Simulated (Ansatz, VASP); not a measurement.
## One calculation of Ba2BiSb2, two programs

```
Ba Sb Bi
1.0
    -2.40130    3.84390    4.95000
     2.40130   -3.84390    4.95000
     2.40130    3.84390   -4.95000
Ba Sb Bi
2 2 1
Cartesian
  0.0000 3.8439 2.1801
  2.4013 0.0000 2.7699
  0.0000 1.5499 4.9500
  2.4013 2.2940 0.0000
  0.0000 0.0000 0.0000
```

Alike in both runs: task single point; functional PBE; k mesh 4 × 4 × 4; occupations gaussian, width 0.1 eV; no spin polarisation.

|  | VASP | Ansatz |
| --- | --- | --- |
| version | VASP 6.6.1 | Ansatz 0.2.0 |
| potentials or method | VASP PAW PBE potentials, release 64 (Ba_sv, Sb, Bi_d), cutoff 520 eV | scalar-relativistic, plane waves, PAW |
| valence electrons in the cell | 45 | 65 |

Ansatz gave:

* gap on the k mesh at the Fermi level (eV): none
* pressure (GPa): 1.0
* traceless stress, the component that is largest in VASP (GPa): 0.63
* rms of the force components (eV/Å): 0.018

Problem. Which values does VASP return?

Solution. gap on the k mesh at the Fermi level (eV): none; pressure (GPa): 1.2; traceless stress, the component that is largest in VASP (GPa): 0.68; rms of the force components (eV/Å): 0.018.

Atom by atom the forces differ by 0.000 eV/Å (rms over components). A gap of «none» marks a metal or a gap that the smearing closes. VASP's potentials hold 45 valence electrons a cell and Ansatz's 65, so a difference there can come from the potentials and not from the codes.

The k mesh is coarse, so the values compare programs but aren't converged. Neither program's run includes spin-orbit coupling.
